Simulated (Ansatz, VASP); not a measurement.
# MoH3 in VASP and in Ansatz

```xyz
4
Lattice="2.8856 0.0000 0.0000 -1.4428 2.4990 0.0000 0.0000 0.0000 3.8407" Properties=species:S:1:pos:R:3 pbc="T T T"
H     0.0000    1.6660    0.9785
H     0.0000    1.6660    2.8622
H     0.0000    0.0000    0.0000
Mo    0.0000    0.0000    1.9203
```

Alike in both runs: task relaxation of cell and atoms; functional PBE; k mesh 12 × 12 × 10; occupations gaussian, width 0.1 eV; no spin polarisation.

|  | VASP | Ansatz |
| --- | --- | --- |
| version | VASP 6.6.1 | Ansatz 0.2.0 |
| potentials or method | VASP PAW PBE potentials, release 64 (H, Mo_sv), cutoff 600 eV | scalar-relativistic, plane waves, PAW |
| valence electrons in the cell | 17 | 17 |

```tsv
	VASP	Ansatz	Ansatz less VASP
gap on the k mesh at the Fermi level, each at its own relaxed structure (eV)	none	none	-
relaxed volume (Å³/atom)	6.96	6.95	-0.007
relaxed length of the cell vector where the two differ most in proportion (Å)	3.869	3.868	-0.0017
```

A gap of «none» marks a metal or a gap that the smearing closes.
